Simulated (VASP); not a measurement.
# Ca2Si in VASP: notebook, part 2 of 3

VASP 6.6.1. The steps go on from the part before.

## 3. Single point, LDA (atoms displaced along a vibrational mode, the cell strained)

INCAR

```
SYSTEM = Ca2Si
PREC = Accurate ; ENCUT = 520
EDIFF = 1E-6 ; ISMEAR = 0
SIGMA = 0.05 ; LREAL = .False.
LASPH = .True. ; NELM = 60
ALGO = Normal ; ISIF = 2
LWAVE = .False. ; LCHARG = .True.
GGA = CA ; LELF = .True.
LVHAR = .True. ; NBANDS = 19
```

KPOINTS

```
regular mesh
0
Gamma
  8 8 8
  0 0 0
```

POSCAR

```
Ca2Si
1.0
    0.0000000000      3.5834912206      3.3381953199
    3.5834912206      0.0000000000      3.3381953199
    3.5834912206      3.5834912206      0.0000000000
Ca Si
2 1
Direct
    0.7344790822      0.7344790822      0.7655209178
    0.2655209178      0.2655209178      0.2344790822
    0.0000000000      0.0000000000      0.0000000000
```

Potentials or basis: VASP PAW LDA potentials, release 64 (Ca_sv, Si).

On the command line:

```console
$ cat potpaw_LDA.64/Ca_sv/POTCAR potpaw_LDA.64/Si/POTCAR > POTCAR
$ mpirun -np 1 vasp_std > vasp.out
```

OUTCAR:

```text
SYSTEM = Ca2Si
   PREC = Accurate
   ENCUT = 520
   EDIFF = 1E-6
   ISMEAR = 0
   LREAL = .False.
   LASPH = .True.
   NELM = 60
   ISIF = 2
   GGA = CA

 ion  position               nearest neighbor table
   1  0.734  0.734  0.766-   3 2.98   3 2.98   3 3.09   3 3.09   2 3.13
   2  0.266  0.266  0.234-   3 2.98   3 2.98   3 3.09   3 3.09   1 3.13
   3  0.000  0.000  0.000-   1 2.98   1 2.98   2 2.98   2 2.98   2 3.09   2 3.09   1 3.09   1 3.09

  LATTYP: Found a body centered tetragonal cell.
 ALAT       =     5.0678218848
 C/A-ratio  =     1.3174083051

  Lattice vectors:

 A1 = (   0.0000000000,  -3.5834912206,  -3.3381953199)
 A2 = (   0.0000000000,   3.5834912206,  -3.3381953199)
 A3 = (   3.5834912206,   0.0000000000,   3.3381953199)

Analysis of symmetry for initial positions (statically):
=====================================================================
 Subroutine PRICEL returns:
 Original cell was already a primitive cell.

 Routine SETGRP: Setting up the symmetry group for a
 body centered tetragonal supercell.

 Subroutine GETGRP returns: Found  8 space group operations
 (whereof  8 operations were pure point group operations)
 out of a pool of 16 trial point group operations.

The static configuration has the point symmetry D_2h.

Analysis of symmetry for dynamics (positions and initial velocities):
=====================================================================
 Subroutine PRICEL returns:
 Original cell was already a primitive cell.

 Routine SETGRP: Setting up the symmetry group for a
 body centered tetragonal supercell.

 Subroutine GETGRP returns: Found  8 space group operations
 (whereof  8 operations were pure point group operations)
 out of a pool of 16 trial point group operations.

The dynamic configuration has the point symmetry D_2h.

 Subroutine INISYM returns: Found  8 space group operations
 (whereof  8 operations are pure point group operations),
 and found     1 'primitive' translations

----------------------------------------------------------------------------------------

                                     Primitive cell

  volume of cell :      85.7343

  direct lattice vectors                    reciprocal lattice vectors
     0.000000000  3.583491221  3.338195320    -0.139528736  0.139528736  0.149781529
     3.583491221  0.000000000  3.338195320     0.139528736 -0.139528736  0.149781529
     3.583491221  3.583491221  0.000000000     0.139528736  0.139528736 -0.149781529

  length of vectors
     4.897443958  4.897443958  5.067821885     0.247731796  0.247731796  0.247731796

  position of ions in fractional coordinates (direct lattice)
     0.734479082  0.734479082  0.765520918
     0.265520918  0.265520918  0.234479082
     0.000000000  0.000000000  0.000000000

  ion indices of the primitive-cell ions
   primitive index   ion index
                 1           1
                 2           2
                 3           3

----------------------------------------------------------------------------------------

 KPOINTS: regular mesh

Automatic generation of k-mesh.
 Grid dimensions read from file:
 generate k-points for:    8    8    8

 Generating k-lattice:

  Cartesian coordinates                     Fractional coordinates (reciprocal lattice)
    -0.017441092  0.017441092  0.018722691     0.125000000  0.000000000  0.000000000
     0.017441092 -0.017441092  0.018722691     0.000000000  0.125000000  0.000000000
     0.017441092  0.017441092 -0.018722691    -0.000000000 -0.000000000  0.125000000

  Length of vectors
     0.030966475  0.030966475  0.030966475

  Shift w.r.t. Gamma in fractional coordinates (k-lattice)
     0.000000000  0.000000000  0.000000000

 Subroutine IBZKPT returns following result:
 ===========================================

 Found     95 irreducible k-points:

 Following reciprocal coordinates:
            Coordinates               Weight
  0.000000  0.000000  0.000000      1.000000
  0.125000  0.000000  0.000000      4.000000
  0.000000  0.000000 -0.125000      4.000000
  0.250000  0.000000  0.000000      4.000000
  0.000000  0.000000 -0.250000      4.000000
  0.375000  0.000000  0.000000      4.000000
[... 16 lines left out ...]
  0.250000  0.250000  0.000000      2.000000
  0.375000  0.250000  0.000000      4.000000
 [... further k-points ...]
   k-points           NKPTS =     95   k-points in BZ     NKDIM =     95   number of bands    NBANDS=     19
   number of dos      NEDOS =    301   number of ions     NIONS =      3
   total plane-waves  NPLWV =  51840
   dimension x,y,z NGX =    36 NGY =   36 NGZ =   40
   dimension x,y,z NGXF=    72 NGYF=   72 NGZF=   80
   ions per type =               2   1
   NGX,Y,Z   is equivalent  to a cutoff of  12.22, 12.22, 13.12 a.u.
   NGXF,Y,Z  is equivalent  to a cutoff of  24.44, 24.44, 26.24 a.u.
 SYSTEM =  Ca2Si
   PREC   = accura    normal or accurate (medium, high low for compatibility)
   ISTART =      0    job   : 0-new  1-cont  2-samecut
   ICHARG =      2    charge: 1-file 2-atom 10-const
   ISPIN  =      1    spin polarized calculation?
   LNONCOLLINEAR =      F non collinear calculations
   LSORBIT =      F    spin-orbit coupling
   LASPH  =      T    aspherical Exc in radial PAW
   ENCUT  =  520.0 eV  38.22 Ry    6.18 a.u.   9.11  9.11  9.42*2*pi/ulx,y,z
   NELM   =     60;   NELMIN=  2; NELMDL= -5     # of ELM steps
   EDIFF  = 0.1E-05   stopping-criterion for ELM
   LREAL  =      F    real-space projection
   EDIFFG = 0.1E-04   stopping-criterion for IOM
   NSW    =      0    number of steps for IOM
   IBRION =     -1    ionic relax: 0-MD 1-quasi-New 2-CG
   NFREE  =      0    steps in history (QN), initial steepest desc. (CG)
   ISIF   =      2    stress and relaxation
   ISYM   =      2    0-nonsym 1-usesym 2-fastsym
   POTIM  = 0.5000    time-step for ionic-motion
   TEBEG  =    0.0;   TEEND  =   0.0 temperature during run
   PSTRESS=    0.0 pullay stress
   NELECT =      24.0000    total number of electrons
   NUPDOWN=      -1.0000    fix difference up-down
   EMIN   =  10.00;   EMAX   =-10.00  energy-range for DOS
   EFERMI =   0.00;   METHOD = LEGACY
   ISMEAR =     0;   SIGMA  =   0.05  broadening in eV -4-tet -1-fermi 0-gaus
   EFERMI_NEDOS =   21; number of points for ismear=-14 and -15
   IALGO  =     38    algorithm
   IMIX   =      4    mixing-type and parameters
     AMIX     =   0.40;   BMIX     =  1.00
     AMIX_MAG =   1.60;   BMIX_MAG =  1.00
  volume/ion in A,a.u.               =      28.58       192.85
  Fermi-wavevector in a.u.,A,eV,Ry     =   1.070928  2.023761 15.604354  1.146888
  Thomas-Fermi vector in A             =   2.206653
   LORBIT       =      0    0 simple, 1 ext, 2 COOP (PROOUT), +10 PAW based schemes
   GGA     = CA    functional components
   LHFCALC =     F    Hartree Fock is set to
   AEXX    =    0.0000 exact exchange contribution
   IVDW    =     0    specifies the selected vdW correction
   LEPSILON=     F    determine dielectric tensor
   LRPA    =     F    only Hartree local field effects (RPA)
 non-spin polarized calculation
 Gauss-broadening in eV      SIGMA  =   0.05
  energy-cutoff  :      520.00
  volume of cell :       85.73
 maximum number of plane-waves:      2352
   NGX = 19   NGY = 19   NGZ = 19

 number of electron      23.9999997 magnetization

 Free energy of the ion-electron system (eV)
  ---------------------------------------------------
  ext. energy  EPLUGINS =         0.00000000
  ---------------------------------------------------
  free energy    TOTEN  =       -11.69604771 eV

  energy without entropy =      -11.69604074  energy(sigma->0) =      -11.69604422

 E-fermi :   2.7592     XC(G=0):  -8.8991

 val. band max:        2.6662433809   @ k =   0.5000   0.0000   0.5000
 cond. band min:       2.8521118486   @ k =   0.5000   0.0000   0.5000
 fundamental gap:      0.1858684677
 Fermi energy:         2.7591882809

 k-point     1 :       0.0000    0.0000    0.0000
  band No.  band energies     occupation
      1     -37.5226      2.00000
      2     -37.4444      2.00000
      3     -19.0650      2.00000
      4     -18.8584      2.00000
      5     -18.8377      2.00000
      6     -18.7436      2.00000
[... 11 lines left out ...]
     18       7.9670      0.00000
     19       7.9741      0.00000
[... 489 lines left out ...]
      3     -19.0307      2.00000
      4     -18.8930      2.00000
      5     -18.8772      2.00000
      6     -18.7521      2.00000
[... 11 lines left out ...]
     18       6.9495      0.00000
     19       7.3845      0.00000

 [... further k-points ...]

------------------------ aborting loop because EDIFF is reached ----------------------------------------

  FORCE on cell =-STRESS in cart. coord.  units (eV):
  Direction    XX          YY          ZZ          XY          YZ          ZX
  --------------------------------------------------------------------------------------
  -------------------------------------------------------------------------------------
  Total       -0.8036353     -0.8036353      1.9886260     -0.4488768      0.0000000      0.0000000
  in kB      -15.0181051    -15.0181051     37.1628708     -8.3884812      0.0000000      0.0000000
  external PRESSURE =       2.3755536 kB  Pullay stress =       0.0000000 kB

 VOLUME and BASIS-vectors are now :
 -----------------------------------------------------------------------------
  energy-cutoff  :      520.00
  volume of cell :       85.73
      direct lattice vectors                 reciprocal lattice vectors
     0.000000000  3.583491221  3.338195320    -0.139528736  0.139528736  0.149781529
     3.583491221  0.000000000  3.338195320     0.139528736 -0.139528736  0.149781529
     3.583491221  3.583491221  0.000000000     0.139528736  0.139528736 -0.149781529

 POSITION                                       TOTAL-FORCE (eV/Angst)
 -----------------------------------------------------------------------------------
      5.37524      5.37524      4.90367        -0.000000     -0.000000      0.757251
      1.79175      1.79175      1.77272         0.000000      0.000000     -0.757251
      0.00000      0.00000      0.00000         0.000000      0.000000      0.000000
 -----------------------------------------------------------------------------------
    total drift:                               -0.000000     -0.000000      0.000000

  FREE ENERGIE OF THE ION-ELECTRON SYSTEM (eV)
  ---------------------------------------------------
  free  energy   TOTEN  =       -11.6960477111 eV

  energy  without entropy=      -11.6960407373  energy(sigma->0) =      -11.69604422
```

OSZICAR:

```text
N       E                     dE             d eps       ncg     rms          rms(c)
DAV:   1     0.195348565708E+03    0.19535E+03   -0.11629E+04  3610   0.113E+03
DAV:   2    -0.524808744847E+00   -0.19587E+03   -0.19290E+03  3798   0.333E+02
DAV:   3    -0.120029895155E+02   -0.11478E+02   -0.11412E+02  6944   0.618E+01
DAV:   4    -0.124618438021E+02   -0.45885E+00   -0.45828E+00  5017   0.125E+01
DAV:   5    -0.124870339428E+02   -0.25190E-01   -0.25186E-01  5899   0.193E+00    0.568E+00
DAV:   6    -0.118026765316E+02    0.68436E+00   -0.18504E+00  4541   0.365E+00    0.311E+00
DAV:   7    -0.117060836347E+02    0.96593E-01   -0.47906E-01  4994   0.248E+00    0.105E+00
DAV:   8    -0.116973255161E+02    0.87581E-02   -0.72418E-02  4473   0.144E+00    0.208E-01
DAV:   9    -0.116960681471E+02    0.12574E-02   -0.65116E-03  4751   0.380E-01    0.135E-01
DAV:  10    -0.116960600593E+02    0.80878E-05   -0.10334E-03  5529   0.216E-01    0.348E-02
DAV:  11    -0.116960644368E+02   -0.43775E-05   -0.12601E-04  5198   0.526E-02    0.240E-02
DAV:  12    -0.116960472483E+02    0.17189E-04   -0.94097E-05  5119   0.546E-02    0.265E-03
DAV:  13    -0.116960477111E+02   -0.46283E-06   -0.49049E-06  5320   0.116E-02
   1 F= -.11696048E+02 E0= -.11696044E+02  d E =-.697382E-05
```

stdout:

```text
POSCAR found type information on POSCAR CaSi
 POSCAR found :  2 types and       3 ions
 scaLAPACK will be used
 LDA part: xc-table for (Slater(with rela. corr.)+CA(PZ))
 , standard interpolation
 POSCAR, INCAR and KPOINTS ok, starting setup
 FFT: planning ... GRIDC
 FFT: planning ... GRID_SOFT
 FFT: planning ... GRID
 WAVECAR not read
 entering main loop
```

Wall time 3.9 min (1 thread of Oxide Virtual Turin-like, shared host); peak memory 0.24 GiB.

Results:

```
Free energy            : -11.6960 eV
Pressure               : 0.2 GPa
Largest force          : 0.757 eV/Å
Band gap on the k mesh : 0.19 eV
```

Forces on the atoms (eV/Å):
```
Ca   0.000  0.000  0.757
Ca   0.000  0.000 -0.757
Si   0.000  0.000  0.000
```

Caveat: the cell differs from its parent crystal (atoms displaced along a vibrational mode, the cell strained). A k mesh can miss the band edges.

(Part 2 of 3 ends here.)
